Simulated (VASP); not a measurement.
# TiO2 (P4_2/mnm) in VASP: a series of runs

The runs below take TiO2 through single point, relaxation of cell and atoms, with PBEsol.

Everything below comes from runs of VASP 6.6.1. Logs are shortened: lines on timing, memory, paths and dates and some standing lists are left out, and cuts for length are marked.

### 1 The cell of the first run

It takes space group P4_2/mnm (No. 136, tetragonal). Conventional cell: a = 4.591 Å, b = 4.591 Å, c = 2.939 Å, α = 90.00°, β = 90.00°, γ = 90.00°. Within 2.6 Å of Ti (site symmetry mmm) lie 6 O at 1.94 to 1.98 Å. Within 2.6 Å of O (site symmetry m2m) lie 3 Ti at 1.94 to 1.98 Å and 1 O at 2.54 Å.

### 2 Single point, PBEsol

Input file INCAR:

```
  PREC = Accurate
  ENCUT = 520
  EDIFF = 1E-6
  ISMEAR = -1
  SIGMA = 0.1
  LREAL = F
  LASPH = T
  NELM = 80
  ALGO = Normal
  ISIF = 2
  LWAVE = F
  LCHARG = T
  GGA = PS
  LELF = T
  LVHAR = T
  NBANDS = 33
```

Input file KPOINTS:

```
regular mesh
0
Gamma
  8 8 10
```

Input file POSCAR:

```
TiO2
1.0
    4.5912550010      0.0000000000      0.0000000000
    0.0000000000      4.5912550010      0.0000000000
    0.0000000000      0.0000000000      2.9389931722
Ti O
2 4
Direct
    0.0000000000      0.0000000000      0.0000000000
    0.5000000000      0.5000000000      0.5000000000
    0.3044382565      0.3044382565      0.0000000000
    0.1955617435      0.8044382565      0.5000000000
    0.6955617435      0.6955617435      0.0000000000
    0.8044382565      0.1955617435      0.5000000000
```

Potentials or basis: VASP PAW PBE potentials, release 64 (Ti_sv, O).

Launch:

```
$ cat potpaw_PBE.64/Ti_sv/POTCAR potpaw_PBE.64/O/POTCAR > POTCAR
$ mpirun -np 1 vasp_std > vasp.out
```

OUTCAR:

```text
PREC = Accurate
   ENCUT = 520
   EDIFF = 1E-6
   ISMEAR = -1
   LREAL = F
   LASPH = T
   NELM = 80
   ISIF = 2
   GGA = PS

 ion  position               nearest neighbor table
   1  0.000  0.000  0.000-   4 1.94   6 1.94   4 1.94   6 1.94   5 1.98   3 1.98
   2  0.500  0.500  0.500-   3 1.94   5 1.94   3 1.94   5 1.94   4 1.98   6 1.98
   3  0.304  0.304  0.000-   2 1.94   2 1.94   1 1.98
   4  0.196  0.804  0.500-   1 1.94   1 1.94   2 1.98
   5  0.696  0.696  0.000-   2 1.94   2 1.94   1 1.98
   6  0.804  0.196  0.500-   1 1.94   1 1.94   2 1.98

  LATTYP: Found a simple tetragonal cell.
 ALAT       =     4.5912550010
 C/A-ratio  =     0.6401284990

  Lattice vectors:

 A1 = (   4.5912550010,   0.0000000000,   0.0000000000)
 A2 = (   0.0000000000,   4.5912550010,   0.0000000000)
 A3 = (   0.0000000000,   0.0000000000,   2.9389931722)

Analysis of symmetry for initial positions (statically):
=====================================================================
 Subroutine PRICEL returns:
 Original cell was already a primitive cell.

 Routine SETGRP: Setting up the symmetry group for a
 simple tetragonal supercell.

 Subroutine GETGRP returns: Found 16 space group operations
 (whereof  8 operations were pure point group operations)
 out of a pool of 16 trial point group operations.

The static configuration has the point symmetry D_2h.
 The point group associated with its full space group is D_4h.

Analysis of symmetry for dynamics (positions and initial velocities):
=====================================================================
 Subroutine PRICEL returns:
 Original cell was already a primitive cell.

 Routine SETGRP: Setting up the symmetry group for a
 simple tetragonal supercell.

 Subroutine GETGRP returns: Found 16 space group operations
 (whereof  8 operations were pure point group operations)
 out of a pool of 16 trial point group operations.

The dynamic configuration has the point symmetry D_2h.
 The point group associated with its full space group is D_4h.

 Subroutine INISYM returns: Found 16 space group operations
 (whereof  8 operations are pure point group operations),
 and found     1 'primitive' translations

----------------------------------------------------------------------------------------

                                     Primitive cell

  volume of cell :      61.9529

  direct lattice vectors                    reciprocal lattice vectors
     4.591255001  0.000000000  0.000000000     0.217805371  0.000000000  0.000000000
     0.000000000  4.591255001  0.000000000     0.000000000  0.217805371  0.000000000
     0.000000000  0.000000000  2.938993172     0.000000000  0.000000000  0.340252577

  length of vectors
     4.591255001  4.591255001  2.938993172     0.217805371  0.217805371  0.340252577

  position of ions in fractional coordinates (direct lattice)
     0.000000000  0.000000000  0.000000000
     0.500000000  0.500000000  0.500000000
     0.304438256  0.304438256  0.000000000
     0.195561744  0.804438256  0.500000000
     0.695561744  0.695561744  0.000000000
     0.804438256  0.195561744  0.500000000

  ion indices of the primitive-cell ions
   primitive index   ion index
                 1           1
                 2           2
                 3           3
                 4           4
                 5           5
                 6           6

----------------------------------------------------------------------------------------

 KPOINTS: regular mesh

Automatic generation of k-mesh.
 Grid dimensions read from file:
 generate k-points for:    8    8   10

 Generating k-lattice:

  Cartesian coordinates                     Fractional coordinates (reciprocal lattice)
     0.027225671  0.000000000  0.000000000     0.125000000  0.000000000  0.000000000
     0.000000000  0.027225671  0.000000000     0.000000000  0.125000000  0.000000000
     0.000000000  0.000000000  0.034025258     0.000000000  0.000000000  0.100000000

  Length of vectors
     0.027225671  0.027225671  0.034025258

  Shift w.r.t. Gamma in fractional coordinates (k-lattice)
     0.000000000  0.000000000  0.000000000

 Subroutine IBZKPT returns following result:
 ===========================================

 Found     90 irreducible k-points:

 Following reciprocal coordinates:
            Coordinates               Weight
  0.000000  0.000000  0.000000      1.000000
  0.125000  0.000000  0.000000      4.000000
  0.250000  0.000000  0.000000      4.000000
  0.375000  0.000000  0.000000      4.000000
  0.500000  0.000000  0.000000      2.000000
  0.125000  0.125000  0.000000      4.000000
[... 16 lines left out ...]
  0.375000  0.125000  0.100000     16.000000
  0.500000  0.125000  0.100000      8.000000
 [... further k-points ...]
   k-points           NKPTS =     90   k-points in BZ     NKDIM =     90   number of bands    NBANDS=     33
   number of dos      NEDOS =    301   number of ions     NIONS =      6
   total plane-waves  NPLWV =  31104
   dimension x,y,z NGX =    36 NGY =   36 NGZ =   24
   dimension x,y,z NGXF=    72 NGYF=   72 NGZF=   48
   ions per type =               2   4
   NGX,Y,Z   is equivalent  to a cutoff of  13.04, 13.04, 13.58 a.u.
   NGXF,Y,Z  is equivalent  to a cutoff of  26.07, 26.07, 27.15 a.u.
 SYSTEM =  unknown system
   PREC   = accura    normal or accurate (medium, high low for compatibility)
   ISTART =      0    job   : 0-new  1-cont  2-samecut
   ICHARG =      2    charge: 1-file 2-atom 10-const
   ISPIN  =      1    spin polarized calculation?
   LNONCOLLINEAR =      F non collinear calculations
   LSORBIT =      F    spin-orbit coupling
   LASPH  =      T    aspherical Exc in radial PAW
   ENCUT  =  520.0 eV  38.22 Ry    6.18 a.u.   8.54  8.54  5.46*2*pi/ulx,y,z
   NELM   =     80;   NELMIN=  2; NELMDL= -5     # of ELM steps
   EDIFF  = 0.1E-05   stopping-criterion for ELM
   LREAL  =      F    real-space projection
   EDIFFG = 0.1E-04   stopping-criterion for IOM
   NSW    =      0    number of steps for IOM
   IBRION =     -1    ionic relax: 0-MD 1-quasi-New 2-CG
   NFREE  =      0    steps in history (QN), initial steepest desc. (CG)
   ISIF   =      2    stress and relaxation
   ISYM   =      2    0-nonsym 1-usesym 2-fastsym
   POTIM  = 0.5000    time-step for ionic-motion
   TEBEG  =    0.0;   TEEND  =   0.0 temperature during run
   PSTRESS=    0.0 pullay stress
   NELECT =      48.0000    total number of electrons
   NUPDOWN=      -1.0000    fix difference up-down
   EMIN   =  10.00;   EMAX   =-10.00  energy-range for DOS
   EFERMI =   0.00;   METHOD = LEGACY
   ISMEAR =    -1;   SIGMA  =   0.10  broadening in eV -4-tet -1-fermi 0-gaus
   EFERMI_NEDOS =   21; number of points for ismear=-14 and -15
   IALGO  =     38    algorithm
   IMIX   =      4    mixing-type and parameters
     AMIX     =   0.40;   BMIX     =  1.00
     AMIX_MAG =   1.60;   BMIX_MAG =  1.00
  volume/ion in A,a.u.               =      10.33        69.68
  Fermi-wavevector in a.u.,A,eV,Ry     =   1.503609  2.841408 30.760576  2.260839
  Thomas-Fermi vector in A             =   2.614696
   LORBIT       =      0    0 simple, 1 ext, 2 COOP (PROOUT), +10 PAW based schemes
   GGA     = PS    functional components
   LHFCALC =     F    Hartree Fock is set to
   AEXX    =    0.0000 exact exchange contribution
   IVDW    =     0    specifies the selected vdW correction
   LEPSILON=     F    determine dielectric tensor
   LRPA    =     F    only Hartree local field effects (RPA)
 non-spin polarized calculation
  energy-cutoff  :      520.00
  volume of cell :       61.95
 maximum number of plane-waves:      1696
 NGX is ok and might be reduce to    36
   NGX = 17   NGY = 17   NGZ = 11

 number of electron      48.0000020 magnetization

 Free energy of the ion-electron system (eV)
  ---------------------------------------------------
  ext. energy  EPLUGINS =         0.00000000
  ---------------------------------------------------
  free energy    TOTEN  =       -56.09837115 eV

  energy without entropy =      -56.09835255  energy(sigma->0) =      -56.09836185

 E-fermi :   5.6593     XC(G=0): -11.7426

 val. band max:        4.8012390531   @ k =   0.0000   0.0000   0.0000
 cond. band min:       6.6426597826   @ k =   0.0000   0.0000   0.0000
 fundamental gap:      1.8414207295
 Fermi energy:         5.6592686113

 k-point     1 :       0.0000    0.0000    0.0000
  band No.  band energies     occupation
      1     -51.8209      2.00000
      2     -51.8025      2.00000
      3     -28.2517      2.00000
      4     -28.2517      2.00000
      5     -28.0771      2.00000
      6     -28.0771      2.00000
[... 25 lines left out ...]
     32      11.5260      0.00000
     33      11.5790      0.00000

 k-point     2 :       0.1250    0.0000    0.0000
  band No.  band energies     occupation
      1     -51.8202      2.00000
      2     -51.8032      2.00000
      3     -28.2464      2.00000
      4     -28.2458      2.00000
      5     -28.0837      2.00000
      6     -28.0831      2.00000
[... 25 lines left out ...]
     32      11.4700      0.00000
     33      11.4824      0.00000

 k-point     3 :       0.2500    0.0000    0.0000
  band No.  band energies     occupation
      1     -51.8182      2.00000
      2     -51.8052      2.00000
      3     -28.2313      2.00000
      4     -28.2295      2.00000
      5     -28.1017      2.00000
      6     -28.0998      2.00000
[... 25 lines left out ...]
     32      11.3334      0.00000
     33      11.3687      0.00000

 k-point     4 :       0.3750    0.0000    0.0000
  band No.  band energies     occupation
      1     -51.8152      2.00000
      2     -51.8082      2.00000
      3     -28.2099      2.00000
      4     -28.2074      2.00000
      5     -28.1254      2.00000
      6     -28.1228      2.00000
[... 673 lines left out ...]
     32      10.9459      0.00000
     33      11.3080      0.00000

 k-point    23 :       0.3750    0.1250    0.1000
  band No.  band energies     occupation
      1     -51.8105      2.00000
      2     -51.8043      2.00000
      3     -28.2239      2.00000
      4     -28.1846      2.00000
      5     -28.1408      2.00000
      6     -28.0991      2.00000
[... 25 lines left out ...]
     32      10.8572      0.00000
     33      11.1837      0.00000

 k-point    24 :       0.5000    0.1250    0.1000
  band No.  band energies     occupation
      1     -51.8074      2.00000
      2     -51.8074      2.00000
      3     -28.2025      2.00000
      4     -28.2025      2.00000
      5     -28.1227      2.00000
      6     -28.1227      2.00000
[... 25 lines left out ...]
     32      10.7459      0.00000
     33      11.2207      0.00000

 [... further k-points ...]
[... 5 lines left out ...]
  --------------------------------------------------------------------------------------
  -------------------------------------------------------------------------------------
  Total        0.2086732      0.2086732      0.3250580      0.0000000      0.0000000      0.0000000
  in kB        5.3965452      5.3965452      8.4064003      0.0000000      0.0000000      0.0000000
  external PRESSURE =       6.3998302 kB  Pullay stress =       0.0000000 kB

 VOLUME and BASIS-vectors are now :
 -----------------------------------------------------------------------------
  energy-cutoff  :      520.00
  volume of cell :       61.95
      direct lattice vectors                 reciprocal lattice vectors
     4.591255001  0.000000000  0.000000000     0.217805371  0.000000000  0.000000000
     0.000000000  4.591255001  0.000000000     0.000000000  0.217805371  0.000000000
     0.000000000  0.000000000  2.938993172     0.000000000  0.000000000  0.340252577

 POSITION                                       TOTAL-FORCE (eV/Angst)
 -----------------------------------------------------------------------------------
      0.00000      0.00000      0.00000         0.000000     -0.000000      0.000000
      2.29563      2.29563      1.46950         0.000000     -0.000000      0.000000
      1.39775      1.39775      0.00000        -0.017579     -0.017579      0.000000
      0.89787      3.69338      1.46950         0.017579     -0.017579      0.000000
      3.19350      3.19350      0.00000         0.017579      0.017579      0.000000
      3.69338      0.89787      1.46950        -0.017579      0.017579      0.000000
 -----------------------------------------------------------------------------------
    total drift:                               -0.000000      0.000000      0.000000

  FREE ENERGIE OF THE ION-ELECTRON SYSTEM (eV)
  ---------------------------------------------------
  free  energy   TOTEN  =       -56.0983711451 eV

  energy  without entropy=      -56.0983525507  energy(sigma->0) =      -56.09836185
```

Run time: 1.9 min. Hardware: 1 thread of AMD EPYC 9R45 (Zen 5), shared host; peak memory 0.24 GiB.

Results:

* Free energy: -56.0984 eV
* Pressure: 0.6 GPa
* Largest force: 0.025 eV/Å
* Band gap on the k mesh: 1.84 eV

Forces in eV/Å, atoms in the order of the input:
```
Ti   0.000  0.000  0.000
Ti   0.000  0.000  0.000
O   -0.018 -0.018  0.000
O    0.018 -0.018  0.000
O    0.018  0.018  0.000
O   -0.018  0.018  0.000
```

Stress tensor (GPa, compression positive):
```
0.54 0.00 0.00
0.00 0.54 0.00
0.00 0.00 0.84
```

Caveat: the PAW data sets were made with another functional, which shifts forces and pressure a little.

### 3 Relaxation of cell and atoms, PBEsol

This run uses another cell than the first one, of 10.39 Å³/atom.

Input file INCAR:

```
ALGO = Normal
EDIFF = 1E-7
EDIFFG = -0.002
ENCUT = 600
GGA = PS
IBRION = 2
ISIF = 3
ISMEAR = -1
LASPH = True
LCHARG = False
LREAL = False
LWAVE = False
NELM = 60
NSW = 100
PREC = Accurate
SIGMA = 0.1
```

Input file KPOINTS:

```
k-points
0
Gamma
  8 8 10
```

Input file POSCAR:

```
TiO2
1.0
    4.5922000000      0.0000000000      0.0000000000
    0.0000000000      4.5922000000      0.0000000000
    0.0000000000      0.0000000000      2.9574000000
Ti O
2 4
Direct
    0.0000000000      0.0000000000      0.0000000000
    0.5000000000      0.5000000000      0.5000000000
    0.3049600000      0.3049600000      0.0000000000
    0.1950400000      0.8049600000      0.5000000000
    0.6950400000      0.6950400000      0.0000000000
    0.8049600000      0.1950400000      0.5000000000
```

Potentials or basis: VASP PAW PBE potentials, release 64 (Ti_sv, O).

Launch:

```
$ cat potpaw_PBE.64/Ti_sv/POTCAR potpaw_PBE.64/O/POTCAR > POTCAR
$ mpirun -np 1 vasp_std > vasp.out
```

Wall time 6.5 min (1 thread of AMD EPYC 9R45 (Zen 5), shared host); peak memory 0.28 GiB.

Results (log left out):

- Free energy: -56.1078 eV
- Relaxed volume: 10.34 Å³/atom
- Relaxed cell: a = 4.592 Å, b = 4.592 Å, c = 2.942 Å, α = 90.00°, β = 90.00°, γ = 90.00°
- Space group after relaxing (to 0.1 Å): P4_2/mnm (No. 136)
- Energy gained by relaxing: 0.5 meV/atom
- Ionic steps: 7
- Pressure after relaxing: 0.0 GPa
- Band gap on the k mesh: 1.83 eV

The path:
| step | energy change (eV) | largest force (eV/Å) | pressure (GPa) | volume (Å³) |
| --- | --- | --- | --- | --- |
| 1 | 0.0000 | 0.0538 | -1.25 | 62.37 |
| 2 | -0.0005 | 0.0655 | 1.74 | 61.63 |
| 3 | -0.0024 | 0.0596 | 0.31 | 61.98 |
| 4 | -0.0029 | 0.0047 | 0.01 | 62.04 |
| 5 | -0.0029 | 0.0033 | 0.01 | 62.04 |
| 6 | -0.0029 | 0.0020 | 0.01 | 62.04 |
| 7 | -0.0029 | 0.0001 | 0.01 | 62.05 |

Final structure:
```yaml
crystal:
  lattice:
    - [4.59242, 0.00000, 0.00000]
    - [0.00000, 4.59242, 0.00000]
    - [0.00000, 0.00000, 2.94188]
  atoms:
    - { symbol: Ti, position: [0.00000, 0.00000, 0.00000] }
    - { symbol: Ti, position: [0.50000, 0.50000, 0.50000] }
    - { symbol: O, position: [0.30433, 0.30433, 0.00000] }
    - { symbol: O, position: [0.19567, 0.80433, 0.50000] }
    - { symbol: O, position: [0.69567, 0.69567, 0.00000] }
    - { symbol: O, position: [0.80433, 0.19567, 0.50000] }
```

Levels at points of the mesh, in eV from the valence-band top:
```tsv
k point	band 21	band 22	band 23	band 24	band 25	band 26	band 27	band 28
(0.00, 0.00, 0.00)	-0.69	-0.46	-0.46	0.00	1.83	2.11	2.41	2.50
(0.50, 0.00, 0.00)	-1.64	-1.64	-0.76	-0.76	2.51	2.51	3.04	3.04
(0.50, 0.50, 0.00)	-1.30	-1.30	-1.09	-1.09	1.87	1.87	2.53	2.53
(0.00, 0.00, 0.50)	-2.43	-2.43	-1.45	-1.45	2.98	2.98	3.22	3.22
(0.50, 0.00, 0.50)	-2.08	-2.08	-1.06	-1.06	1.88	1.88	3.24	3.24
(0.50, 0.50, 0.50)	-1.31	-1.31	-0.68	-0.68	2.59	2.59	3.20	3.20
```

Caveat: the PAW data sets were made with another functional, which shifts forces and pressure a little. A k mesh can miss the band edges.
